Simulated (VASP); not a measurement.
# Al3GaN4 (P-43m) in VASP: further runs, part 2 of 2

VASP 6.6.1. The steps go on from the part before.

### Step 5. Single point, r2SCAN

This run uses another cell than the first one, of 10.56 Å³/atom, 1.036 times its volume.

File POSCAR:

```
Al3GaN4
1.0
    4.3872561391      0.0000000000      0.0000000000
    0.0000000000      4.3872561391      0.0000000000
    0.0000000000      0.0000000000      4.3872561391
Al Ga N
3 1 4
Direct
    0.5000000000      0.5000000000      0.0000000000
    0.5000000000      0.0000000000      0.5000000000
    0.0000000000      0.5000000000      0.5000000000
    0.0000000000      0.0000000000      0.0000000000
    0.7444390999      0.7444390999      0.2555609001
    0.7444390999      0.2555609001      0.7444390999
    0.2555609001      0.7444390999      0.7444390999
    0.2555609001      0.2555609001      0.2555609001
```

File INCAR.step1:

```
SYSTEM = Al3GaN4
ALGO     = Normal         ! electronic algorithm
EDIFF    = 1E-4           ! SCF threshold, eV
ENCUT    = 520            ! plane-wave cutoff, eV
GGA      = PE             ! functional
ISMEAR   = 0              ! smearing method
LASPH    = .TRUE.         ! aspherical terms in the spheres
LCHARG   = .FALSE.        ! write CHGCAR
LREAL    = .FALSE.        ! projectors in reciprocal space
LWAVE    = .TRUE.         ! write WAVECAR
NBANDS   = 31             ! bands
NELM     = 80             ! most SCF steps
PREC     = Accurate       ! precision mode
SIGMA    = 0.02           ! smearing width, eV
```

File INCAR.step2:

```
SYSTEM = Al3GaN4
ALGO     = Normal         ! electronic algorithm
EDIFF    = 1E-6           ! SCF threshold, eV
ENCUT    = 520            ! plane-wave cutoff, eV
ISIF     = 2              ! what is computed and relaxed
ISMEAR   = 0              ! smearing method
ISTART   = 1            
LASPH    = .TRUE.         ! aspherical terms in the spheres
LCHARG   = .TRUE.         ! write CHGCAR
LELF     = .TRUE.         ! ELF
LMIXTAU  = .TRUE.       
LREAL    = .FALSE.        ! projectors in reciprocal space
LVHAR    = .TRUE.       
LWAVE    = .FALSE.        ! write WAVECAR
METAGGA  = R2SCAN         ! meta-GGA
NBANDS   = 31             ! bands
NELM     = 80             ! most SCF steps
PREC     = Accurate       ! precision mode
SIGMA    = 0.02           ! smearing width, eV
```

File KPOINTS:

```
k-points
0
G
  6 6 6
  0 0 0
```

Command:

```sh
$ cat potpaw_PBE.64/Al/POTCAR potpaw_PBE.64/Ga_d/POTCAR potpaw_PBE.64/N/POTCAR > POTCAR
$ cp INCAR.step1 INCAR
$ mpirun -np 1 vasp_std > vasp.out
$ cp INCAR.step2 INCAR
$ mpirun -np 1 vasp_std > vasp.out
```

It took 2.7 min on 1 thread of Intel Xeon Platinum 8488C (Sapphire Rapids), shared host; peak memory 0.24 GiB.

It converged, with:

| Quantity | Value |
| --- | --- |
| Free energy | -79.4313 eV |
| Pressure | 2.0 GPa |
| Largest force | 0.075 eV/Å |
| Band gap on the k mesh | 4.01 eV, direct |

Forces on the atoms (eV/Å):
```
Al   0.000  0.000  0.000
Al   0.000  0.000  0.000
Al   0.000  0.000  0.000
Ga   0.000  0.000  0.000
N   -0.043 -0.043  0.043
N   -0.043  0.043 -0.043
N    0.043 -0.043 -0.043
N    0.043  0.043  0.043
```

Levels at points of the mesh, in eV from the valence-band top:
```tsv
k point	band 19	band 20	band 21	band 22	band 23	band 24
(0.00, 0.00, 0.00)	0.00	0.00	0.00	4.01	4.01	4.01
(0.50, 0.00, 0.00)	-1.27	-0.95	-0.95	6.32	6.37	6.80
(0.50, 0.50, 0.00)	-0.58	-0.53	-0.53	8.12	8.34	8.34
(0.50, 0.50, 0.50)	-0.36	-0.36	-0.36	6.28	7.89	7.89
```

Caveat: the PAW data sets were made with another functional, which shifts forces and pressure a little.

### Step 6. Single point, r2SCAN

This run uses another cell than the first one, of 10.76 Å³/atom, 1.056 times its volume.

File POSCAR:

```
Al3GaN4
1.0
    4.4156219140      0.0000000000      0.0000000000
    0.0000000000      4.4156219140      0.0000000000
    0.0000000000      0.0000000000      4.4156219140
Al Ga N
3 1 4
Direct
    0.5000000000      0.5000000000      0.0000000000
    0.5000000000      0.0000000000      0.5000000000
    0.0000000000      0.5000000000      0.5000000000
    0.0000000000      0.0000000000      0.0000000000
    0.7444714517      0.7444714517      0.2555285483
    0.7444714517      0.2555285483      0.7444714517
    0.2555285483      0.7444714517      0.7444714517
    0.2555285483      0.2555285483      0.2555285483
```

File INCAR.step1:

```
SYSTEM = Al3GaN4
ALGO     = Normal         ! electronic algorithm
EDIFF    = 1E-4           ! SCF threshold, eV
ENCUT    = 520            ! plane-wave cutoff, eV
GGA      = PE             ! functional
ISMEAR   = 0              ! smearing method
LASPH    = .True.         ! aspherical terms in the spheres
LCHARG   = .False.        ! write CHGCAR
LREAL    = .False.        ! projectors in reciprocal space
LWAVE    = .True.         ! write WAVECAR
NBANDS   = 31             ! bands
NELM     = 100            ! most SCF steps
PREC     = Accurate       ! precision mode
SIGMA    = 0.02           ! smearing width, eV
```

File INCAR.step2:

```
SYSTEM = Al3GaN4
ALGO     = Normal         ! electronic algorithm
EDIFF    = 1E-6           ! SCF threshold, eV
ENCUT    = 520            ! plane-wave cutoff, eV
ISIF     = 2              ! what is computed and relaxed
ISMEAR   = 0              ! smearing method
ISTART   = 1            
LASPH    = .True.         ! aspherical terms in the spheres
LCHARG   = .True.         ! write CHGCAR
LELF     = .True.         ! ELF
LMIXTAU  = .True.       
LREAL    = .False.        ! projectors in reciprocal space
LVHAR    = .True.       
LWAVE    = .False.        ! write WAVECAR
METAGGA  = R2SCAN         ! meta-GGA
NBANDS   = 31             ! bands
NELM     = 100            ! most SCF steps
PREC     = Accurate       ! precision mode
SIGMA    = 0.02           ! smearing width, eV
```

File KPOINTS:

```
k-points
0
Gamma
  6 6 6
  0 0 0
```

Potentials or basis: VASP PAW PBE potentials, release 64 (Al, Ga_d, N).

Command:

```sh
$ cat potpaw_PBE.64/Al/POTCAR potpaw_PBE.64/Ga_d/POTCAR potpaw_PBE.64/N/POTCAR > POTCAR
$ cp INCAR.step1 INCAR
$ mpirun -np 1 vasp_std > vasp.out
$ cp INCAR.step2 INCAR
$ mpirun -np 1 vasp_std > vasp.out
```

OUTCAR:

```text
SYSTEM = Al3GaN4
   EDIFF = 1E-6
   ENCUT = 520
   ISIF = 2
   ISMEAR = 0
   ISTART = 1
   LASPH = .True.
   LREAL = .False.
   METAGGA = R2SCAN
   NELM = 100
   PREC = Accurate

 ion  position               nearest neighbor table
   1  0.500  0.500  0.000-   5 1.90   6 1.90   7 1.90   8 1.90   3 3.12   4 3.12   2 3.12   2 3.12
                             3 3.12   2 3.12   4 3.12   2 3.12   3 3.12   4 3.12   3 3.12   4 3.12
   2  0.500  0.000  0.500-   5 1.90   6 1.90   7 1.90   8 1.90   3 3.12   4 3.12   1 3.12   1 3.12
                             4 3.12   1 3.12   3 3.12   1 3.12   3 3.12   4 3.12   4 3.12   3 3.12
   3  0.000  0.500  0.500-   5 1.90   6 1.90   7 1.90   8 1.90   2 3.12   4 3.12   1 3.12   1 3.12
                             4 3.12   2 3.12   4 3.12   4 3.12   1 3.12   2 3.12   1 3.12   2 3.12
[... 893 lines left out ...]
  external PRESSURE =     -20.1381277 kB  Pullay stress =       0.0000000 kB

 VOLUME and BASIS-vectors are now :
 -----------------------------------------------------------------------------
  energy-cutoff  :      520.00
  volume of cell :       86.09
      direct lattice vectors                 reciprocal lattice vectors
     4.415621914  0.000000000  0.000000000     0.226468665  0.000000000  0.000000000
     0.000000000  4.415621914  0.000000000     0.000000000  0.226468665  0.000000000
     0.000000000  0.000000000  4.415621914     0.000000000  0.000000000  0.226468665

 POSITION                                       TOTAL-FORCE (eV/Angst)
 -----------------------------------------------------------------------------------
      2.20781      2.20781      0.00000        -0.000000     -0.000000      0.000000
      2.20781      0.00000      2.20781        -0.000000     -0.000000     -0.000000
      0.00000      2.20781      2.20781        -0.000000     -0.000000     -0.000000
      0.00000      0.00000      0.00000        -0.000000     -0.000000     -0.000000
      3.28730      3.28730      1.12832        -0.043624     -0.043624      0.043624
      3.28730      1.12832      3.28730        -0.043624      0.043624     -0.043624
      1.12832      3.28730      3.28730         0.043624     -0.043624     -0.043624
      1.12832      1.12832      1.12832         0.043624      0.043624      0.043624
 -----------------------------------------------------------------------------------
    total drift:                                0.000000      0.000000      0.000000

  FREE ENERGIE OF THE ION-ELECTRON SYSTEM (eV)
  ---------------------------------------------------
  free  energy   TOTEN  =       -79.4327016569 eV

  energy  without entropy=      -79.4327016569  energy(sigma->0) =      -79.43270166
```

Run time: 3 min. Hardware: 1 thread of Intel Xeon Platinum 8488C (Sapphire Rapids), shared host; peak memory 0.24 GiB.

Results:

```yaml
Free_energy: -79.4327 eV
Pressure: -2.0 GPa
Largest_force: 0.076 eV/Å
Band_gap_on_the_k_mesh: 3.99 eV, direct
```

Forces in eV/Å, atoms in the order of the input:
```
Al   0.000  0.000  0.000
Al   0.000  0.000  0.000
Al   0.000  0.000  0.000
Ga   0.000  0.000  0.000
N   -0.044 -0.044  0.044
N   -0.044  0.044 -0.044
N    0.044 -0.044 -0.044
N    0.044  0.044  0.044
```

Levels at points of the mesh, in eV from the valence-band top:
```tsv
k point	band 18	band 19	band 20	band 21	band 22	band 23	band 24	band 25
(0.00, 0.00, 0.00)	-2.02	0.00	0.00	0.00	3.99	3.99	3.99	4.02
(0.50, 0.00, 0.00)	-1.25	-1.25	-0.94	-0.94	6.22	6.26	6.75	6.75
(0.50, 0.50, 0.00)	-0.87	-0.58	-0.52	-0.52	7.94	8.26	8.26	8.51
(0.50, 0.50, 0.50)	-0.63	-0.36	-0.36	-0.36	6.10	7.72	7.72	7.72
```

Caveat: the PAW data sets were made with another functional, which shifts forces and pressure a little. r2SCAN opens gaps a little over a GGA but as a rule still falls short of measured ones.

### Step 7. Overview

```csv
cell,gap on the mesh (eV),pressure (GPa),largest force (eV/Å)
"a = 4.336 Å, 8 atoms",4.04,10.1,0.08
"a = 4.367 Å, 8 atoms",4.02,5.1,0.08
"a = 4.387 Å, 8 atoms",4.01,2.0,0.07
"a = 4.416 Å, 8 atoms",3.99,-2.0,0.08
```

Alike in all rows: task single point; level r2SCAN; potentials or basis VASP PAW PBE potentials, release 64 (Al, Ga_d, N); no spin polarisation; k mesh 6 × 6 × 6; cutoff (eV) 520; smearing gaussian 0.02 eV.

Caveats: the PAW data sets were made with another functional, which shifts forces and pressure a little.

Absolute energies hang on the potentials; compare differences alone.
